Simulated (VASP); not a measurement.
B, 1 atom in the cell. Symmetry: Pm-3m, No. 221, cubic system. Conventional cell: a = 2.232 Å, b = 2.232 Å, c = 2.232 Å, α = 90.00°, β = 90.00°, γ = 90.00°. B (site symmetry m-3m) has 6 B at 2.23 Å within 3.0 Å. 

```yaml
Program: VASP 6.6.1
Task: relaxation of cell and atoms
Functional: PBE
Potentials_or_basis: VASP PAW PBE potentials, release 64 (B)
Cutoff: 600 eV
k_mesh: 18 × 18 × 18
Occupations: fermi-dirac, width 0.05 eV
Spin: no spin polarisation
Dipole_correction: no
Further_INCAR_settings: ALGO = Normal; EDIFF = 1e-06; IBRION = 2; EDIFFG = -0.005; NSW = 100; ISIF = 3
```

Potentials or basis: VASP PAW PBE potentials, release 64 (B).

The run is started by

```sh
$ cat potpaw_PBE.64/B/POTCAR > POTCAR
$ mpirun -np 1 vasp_std > vasp.out
```

Hardware: 1 thread of Intel(R) Xeon(R) Platinum 8559C (Emerald Rapids), with other jobs on the host.

Q: Estimate the wall time of this run.

A: It took 14 s on 1 thread of Intel(R) Xeon(R) Platinum 8559C (Emerald Rapids) (shared host), peak memory 0.12 GiB. Counts: scf iterations 31, k points 220, ion steps 6.
